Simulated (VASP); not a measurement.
# WC (P-6m2) in VASP: notebook

The runs below take WC through single point, with PBEsol.

All numbers are computed with VASP 6.6.1; they aren't measurements. Logs are shortened: lines on timing, memory, paths and dates and some standing lists are left out, and cuts for length are marked.

**1. The cell of the first run**

It takes space group P-6m2 (No. 187, hexagonal). The conventional cell has a = 3.014 Å, b = 3.014 Å, c = 2.941 Å, α = 90.00°, β = 90.00°, γ = 120.00°. Within 3.1 Å of W (site symmetry -6m2) lie 6 C at 2.28 Å and 8 W at 2.94 to 3.01 Å. Within 3.1 Å of C (site symmetry -6m2) lie 6 W at 2.28 Å and 8 C at 2.94 to 3.01 Å.

**2. Single point, PBEsol (strain +0.040 along x and y, +0.040 along z)**

INCAR

```
SYSTEM = WC
ALGO     = Normal         ! electronic algorithm
EDIFF    = 1E-6           ! SCF threshold, eV
ENCUT    = 520            ! plane-wave cutoff, eV
GGA      = PS             ! functional
ISIF     = 2              ! what is computed and relaxed
ISMEAR   = 0              ! smearing method
LASPH    = .True.         ! aspherical terms in the spheres
LCHARG   = .False.        ! write CHGCAR
LREAL    = .False.        ! projectors in reciprocal space
LWAVE    = .False.        ! write WAVECAR
NBANDS   = 16             ! bands
NELM     = 60             ! most SCF steps
PREC     = Accurate       ! precision mode
SIGMA    = 0.15           ! smearing width, eV
```

KPOINTS

```
k-points
0
Gamma
  24 24 22
  0 0 0
```

POSCAR

```
WC
1.0
    3.0143502137      0.0000000000      0.0000000000
   -1.5071751068      2.6105038610      0.0000000000
    0.0000000000      0.0000000000      2.9407163797
W C
1 1
Direct
    0.0000000000      0.0000000000      0.0000000000
    0.6666666667      0.3333333333      0.5000000000
```

Potentials or basis: VASP PAW PBE potentials, release 64 (W_sv, C).

The run is started by

```bash
$ cat potpaw_PBE.64/W_sv/POTCAR potpaw_PBE.64/C/POTCAR > POTCAR
$ mpirun -np 1 vasp_std > vasp.out
```

OUTCAR:

```text
SYSTEM = WC
   EDIFF = 1E-6
   ENCUT = 520
   GGA = PS
   ISIF = 2
   ISMEAR = 0
   LASPH = .True.
   LREAL = .False.
   NELM = 60
   PREC = Accurate

 ion  position               nearest neighbor table
   1  0.000  0.000  0.000-   2 2.28   2 2.28   2 2.28   2 2.28   2 2.28   2 2.28
   2  0.667  0.333  0.500-   1 2.28   1 2.28   1 2.28   1 2.28   1 2.28   1 2.28

  LATTYP: Found a hexagonal cell.
 ALAT       =     3.0143502137
 C/A-ratio  =     0.9755722365

  Lattice vectors:

 A1 = (   3.0143502137,   0.0000000000,   0.0000000000)
 A2 = (  -1.5071751068,   2.6105038610,   0.0000000000)
 A3 = (   0.0000000000,   0.0000000000,   2.9407163797)

Analysis of symmetry for initial positions (statically):
=====================================================================
 Subroutine PRICEL returns:
 Original cell was already a primitive cell.

 Routine SETGRP: Setting up the symmetry group for a
 hexagonal supercell.

 Subroutine GETGRP returns: Found 12 space group operations
 (whereof 12 operations were pure point group operations)
 out of a pool of 24 trial point group operations.

The static configuration has the point symmetry D_3h.

Analysis of symmetry for dynamics (positions and initial velocities):
=====================================================================
 Subroutine PRICEL returns:
 Original cell was already a primitive cell.

 Routine SETGRP: Setting up the symmetry group for a
 hexagonal supercell.

 Subroutine GETGRP returns: Found 12 space group operations
 (whereof 12 operations were pure point group operations)
 out of a pool of 24 trial point group operations.

The dynamic configuration has the point symmetry D_3h.

 Subroutine INISYM returns: Found 12 space group operations
 (whereof 12 operations are pure point group operations),
 and found     1 'primitive' translations

----------------------------------------------------------------------------------------

                                     Primitive cell

  volume of cell :      23.1404

  direct lattice vectors                    reciprocal lattice vectors
     3.014350214  0.000000000  0.000000000     0.331746456  0.191533906  0.000000000
    -1.507175107  2.610503861  0.000000000     0.000000000  0.383067811  0.000000000
     0.000000000  0.000000000  2.940716380     0.000000000  0.000000000  0.340053195

  length of vectors
     3.014350214  3.014350214  2.940716380     0.383067811  0.383067811  0.340053195

  position of ions in fractional coordinates (direct lattice)
     0.000000000  0.000000000  0.000000000
     0.666666667  0.333333333  0.500000000

  ion indices of the primitive-cell ions
   primitive index   ion index
                 1           1
                 2           2

----------------------------------------------------------------------------------------

 KPOINTS: k-points

Automatic generation of k-mesh.
 Grid dimensions read from file:
 generate k-points for:   24   24   22

 Generating k-lattice:

  Cartesian coordinates                     Fractional coordinates (reciprocal lattice)
     0.013822769  0.007980579  0.000000000     0.041666667 -0.000000000  0.000000000
     0.000000000  0.015961159  0.000000000     0.000000000  0.041666667  0.000000000
     0.000000000  0.000000000  0.015456963     0.000000000  0.000000000  0.045454545

  Length of vectors
     0.015961159  0.015961159  0.015456963

  Shift w.r.t. Gamma in fractional coordinates (k-lattice)
     0.000000000  0.000000000  0.000000000

 Subroutine IBZKPT returns following result:
 ===========================================

 Found    732 irreducible k-points:

 Following reciprocal coordinates:
            Coordinates               Weight
  0.000000  0.000000  0.000000      1.000000
  0.041667 -0.000000  0.000000      6.000000
  0.083333  0.000000  0.000000      6.000000
  0.125000  0.000000  0.000000      6.000000
  0.166667 -0.000000  0.000000      6.000000
  0.208333 -0.000000  0.000000      6.000000
[... 16 lines left out ...]
  0.416667  0.041667  0.000000     12.000000
  0.458333  0.041667  0.000000     12.000000
 [... further k-points ...]
   k-points           NKPTS =    732   k-points in BZ     NKDIM =    732   number of bands    NBANDS=     16
   number of dos      NEDOS =    301   number of ions     NIONS =      2
   total plane-waves  NPLWV =  13824
   dimension x,y,z NGX =    24 NGY =   24 NGZ =   24
   dimension x,y,z NGXF=    48 NGYF=   48 NGZF=   48
   ions per type =               1   1
   NGX,Y,Z   is equivalent  to a cutoff of  13.24, 13.24, 13.57 a.u.
   NGXF,Y,Z  is equivalent  to a cutoff of  26.47, 26.47, 27.14 a.u.
 SYSTEM =  WC
   PREC   = accura    normal or accurate (medium, high low for compatibility)
   ISTART =      0    job   : 0-new  1-cont  2-samecut
   ICHARG =      2    charge: 1-file 2-atom 10-const
   ISPIN  =      1    spin polarized calculation?
   LNONCOLLINEAR =      F non collinear calculations
   LSORBIT =      F    spin-orbit coupling
   LASPH  =      T    aspherical Exc in radial PAW
   ENCUT  =  520.0 eV  38.22 Ry    6.18 a.u.   5.60  5.60  5.47*2*pi/ulx,y,z
   NELM   =     60;   NELMIN=  2; NELMDL= -5     # of ELM steps
   EDIFF  = 0.1E-05   stopping-criterion for ELM
   LREAL  =      F    real-space projection
   EDIFFG = 0.1E-04   stopping-criterion for IOM
   NSW    =      0    number of steps for IOM
   IBRION =     -1    ionic relax: 0-MD 1-quasi-New 2-CG
   NFREE  =      0    steps in history (QN), initial steepest desc. (CG)
   ISIF   =      2    stress and relaxation
   ISYM   =      2    0-nonsym 1-usesym 2-fastsym
   POTIM  = 0.5000    time-step for ionic-motion
   TEBEG  =    0.0;   TEEND  =   0.0 temperature during run
   PSTRESS=    0.0 pullay stress
   NELECT =      18.0000    total number of electrons
   NUPDOWN=      -1.0000    fix difference up-down
   EMIN   =  10.00;   EMAX   =-10.00  energy-range for DOS
   EFERMI =   0.00;   METHOD = LEGACY
   ISMEAR =     0;   SIGMA  =   0.15  broadening in eV -4-tet -1-fermi 0-gaus
   EFERMI_NEDOS =   21; number of points for ismear=-14 and -15
   IALGO  =     38    algorithm
   IMIX   =      4    mixing-type and parameters
     AMIX     =   0.40;   BMIX     =  1.00
     AMIX_MAG =   1.60;   BMIX_MAG =  1.00
  volume/ion in A,a.u.               =      11.57        78.08
  Fermi-wavevector in a.u.,A,eV,Ry     =   1.505597  2.845165 30.841971  2.266821
  Thomas-Fermi vector in A             =   2.616424
   LORBIT       =      0    0 simple, 1 ext, 2 COOP (PROOUT), +10 PAW based schemes
   GGA     = PS    functional components
   LHFCALC =     F    Hartree Fock is set to
   AEXX    =    0.0000 exact exchange contribution
   IVDW    =     0    specifies the selected vdW correction
   LEPSILON=     F    determine dielectric tensor
   LRPA    =     F    only Hartree local field effects (RPA)
 non-spin polarized calculation
 Gauss-broadening in eV      SIGMA  =   0.15
  energy-cutoff  :      520.00
  volume of cell :       23.14
 maximum number of plane-waves:       642
 NGX is ok and might be reduce to    24
   NGX = 11   NGY = 11   NGZ = 11

 number of electron      18.0000000 magnetization

 Free energy of the ion-electron system (eV)
  ---------------------------------------------------
  ext. energy  EPLUGINS =         0.00000000
  ---------------------------------------------------
  free energy    TOTEN  =       -23.58527614 eV

  energy without entropy =      -23.58177794  energy(sigma->0) =      -23.58352704

 E-fermi :   9.4327     XC(G=0): -13.3347

 val. band max:        9.4206974027   @ k =   0.4583   0.0000   0.5000
 cond. band min:       9.4441841570   @ k =   0.5000   0.0000   0.4091
 fundamental gap:      0.0234867543
 Fermi energy:         9.4326903751

 k-point     1 :       0.0000    0.0000    0.0000
  band No.  band energies     occupation
      1     -64.7384      2.00000
      2     -28.7200      2.00000
      3     -28.6448      2.00000
      4     -28.6448      2.00000
      5      -4.1626      2.00000
      6       5.6907      2.00000
[... 8 lines left out ...]
     15      22.7675      0.00000
     16      25.1589      0.00000

 k-point     2 :       0.0417   -0.0000    0.0000
  band No.  band energies     occupation
      1     -64.7377      2.00000
      2     -28.7188      2.00000
      3     -28.6546      2.00000
      4     -28.6471      2.00000
      5      -4.1226      2.00000
      6       5.7069      2.00000
[... 8 lines left out ...]
     15      22.6831      0.00000
     16      25.2447      0.00000

 k-point     3 :       0.0833    0.0000    0.0000
  band No.  band energies     occupation
      1     -64.7360      2.00000
      2     -28.7152      2.00000
      3     -28.6830      2.00000
      4     -28.6537      2.00000
      5      -4.0039      2.00000
      6       5.7252      2.00000
[... 8 lines left out ...]
     15      22.5054      0.00000
     16      25.4965      0.00000

 k-point     4 :       0.1250    0.0000    0.0000
  band No.  band energies     occupation
      1     -64.7332      2.00000
      2     -28.7280      2.00000
      3     -28.7095      2.00000
      4     -28.6641      2.00000
      5      -3.8113      2.00000
      6       5.6119      2.00000
[... 8 lines left out ...]
     15      22.3496      0.00000
     16      25.8978      0.00000
[... 324 lines left out ...]
 k-point    22 :       0.3750    0.0417    0.0000
  band No.  band energies     occupation
      1     -64.7071      2.00000
      2     -29.1364      2.00000
      3     -28.7674      2.00000
      4     -28.6547      2.00000
      5      -1.5512      2.00000
      6       3.2728      2.00000
[... 8 lines left out ...]
     15      22.1780      0.00000
     16      25.3312      0.00000

 k-point    23 :       0.4167    0.0417    0.0000
  band No.  band energies     occupation
      1     -64.7049      2.00000
      2     -29.1703      2.00000
      3     -28.7761      2.00000
      4     -28.6500      2.00000
      5      -1.2848      2.00000
      6       3.0591      2.00000
[... 8 lines left out ...]
     15      21.4889      0.00000
     16      25.7902      0.00000

 k-point    24 :       0.4583    0.0417    0.0000
  band No.  band energies     occupation
      1     -64.7037      2.00000
      2     -29.1878      2.00000
      3     -28.7806      2.00000
      4     -28.6476      2.00000
      5      -1.1367      2.00000
      6       2.9424      2.00000
[... 8 lines left out ...]
     15      21.0872      0.00000
     16      26.0690      0.00000

 [... further k-points ...]

------------------------ aborting loop because EDIFF is reached ----------------------------------------

  FORCE on cell =-STRESS in cart. coord.  units (eV):
  Direction    XX          YY          ZZ          XY          YZ          ZX
  --------------------------------------------------------------------------------------
  -------------------------------------------------------------------------------------
  Total       -5.0131819     -5.0131819     -5.9048877     -0.0000000      0.0000000     -0.0000000
  in kB     -347.0985926   -347.0985926   -408.8377944     -0.0000000      0.0000000     -0.0000000
  external PRESSURE =    -367.6783266 kB  Pullay stress =       0.0000000 kB

 VOLUME and BASIS-vectors are now :
 -----------------------------------------------------------------------------
  energy-cutoff  :      520.00
  volume of cell :       23.14
      direct lattice vectors                 reciprocal lattice vectors
     3.014350214  0.000000000  0.000000000     0.331746456  0.191533906  0.000000000
    -1.507175107  2.610503861  0.000000000     0.000000000  0.383067811  0.000000000
     0.000000000  0.000000000  2.940716380     0.000000000  0.000000000  0.340053195

 POSITION                                       TOTAL-FORCE (eV/Angst)
 -----------------------------------------------------------------------------------
      0.00000      0.00000      0.00000        -0.000000      0.000000      0.000000
      1.50718      0.87017      1.47036         0.000000     -0.000000      0.000000
 -----------------------------------------------------------------------------------
    total drift:                               -0.000000      0.000000      0.000000

  FREE ENERGIE OF THE ION-ELECTRON SYSTEM (eV)
  ---------------------------------------------------
  free  energy   TOTEN  =       -23.5852761382 eV

  energy  without entropy=      -23.5817779414  energy(sigma->0) =      -23.58352704
```

It took 64 s on 1 thread of Intel Xeon 6975P-C (Granite Rapids), shared host; peak memory 0.36 GiB.

What came out:

- Free energy: -23.5853 eV
- Pressure: -36.8 GPa
- Band gap on the k mesh: zero (bands 9 and 10 overlap by 1.14 eV)

Caveat: the cell differs from its parent crystal (strain +0.040 along x and y, +0.040 along z); the stress differs along the axes, from -41 to -35 GPa; the PAW data sets were made with another functional, which shifts forces and pressure a little; spin-orbit coupling is left out, which moves the levels of the heavy elements.

**3. Single point, PBEsol (strain +0.080 along x and y, +0.000 along z)**

INCAR

```
PREC = Accurate
ENCUT = 520
EDIFF = 1E-6
ISMEAR = 0
SIGMA = 0.15
LREAL = F
LASPH = T
NELM = 60
ALGO = Normal
ISIF = 2
LWAVE = F
LCHARG = T
GGA = PS
LELF = T
LVHAR = T
NBANDS = 16
```

KPOINTS

```
regular mesh
0
Gamma
  24 24 22
```

POSCAR

```
WC
1.0
    3.1302867604      0.0000000000      0.0000000000
   -1.5651433802      2.7109078556      0.0000000000
    0.0000000000      0.0000000000      2.8276119036
W C
1 1
Direct
    0.0000000000      0.0000000000      0.0000000000
    0.6666666667      0.3333333333      0.5000000000
```

Potentials or basis: VASP PAW PBE potentials, release 64 (W_sv, C).

The run is started by

```bash
$ cat potpaw_PBE.64/W_sv/POTCAR potpaw_PBE.64/C/POTCAR > POTCAR
$ mpirun -np 1 vasp_std > vasp.out
```

It took 66 s on 1 thread of Intel Xeon 6975P-C (Granite Rapids), shared host; peak memory 0.37 GiB.

Results (log left out):

* Free energy: -23.2712 eV
* Pressure: -41.0 GPa
* Band gap on the k mesh: zero (bands 9 and 10 overlap by 1.24 eV)

Stress tensor (GPa, compression positive):
```
-51.99   0.00   0.00
  0.00 -51.99   0.00
  0.00   0.00 -19.03
```

Levels at points of the mesh, in eV from the Fermi level:
| k point | band 5 | band 6 | band 7 | band 8 | band 9 | band 10 | band 11 | band 12 | band 13 | band 14 |
| --- | --- | --- | --- | --- | --- | --- | --- | --- | --- | --- |
| (0.00, 0.00, 0.00) | -13.44 | -3.61 | -3.30 | -3.30 | 0.80 | 2.75 | 2.75 | 4.76 | 5.08 | 5.08 |
| (0.50, 0.00, 0.00) | -10.76 | -6.55 | -3.08 | -2.28 | -0.89 | 2.19 | 3.21 | 3.28 | 6.27 | 9.16 |
| (0.00, 0.00, 0.50) | -9.78 | -7.65 | -2.33 | -2.33 | -0.43 | -0.43 | 3.76 | 3.76 | 4.21 | 9.22 |
| (0.50, 0.00, 0.50) | -10.39 | -5.65 | -4.14 | -3.70 | 0.24 | 3.17 | 4.45 | 5.26 | 7.66 | 8.68 |

Caveat: the cell differs from its parent crystal (strain +0.080 along x and y, +0.000 along z); the stress differs along the axes, from -52 to -19 GPa; the PAW data sets were made with another functional, which shifts forces and pressure a little; spin-orbit coupling is left out, which moves the levels of the heavy elements.

(Continued in part 2 of 2.)

The gap in the log of VASP goes by the Fermi energy; the results here count the filled bands.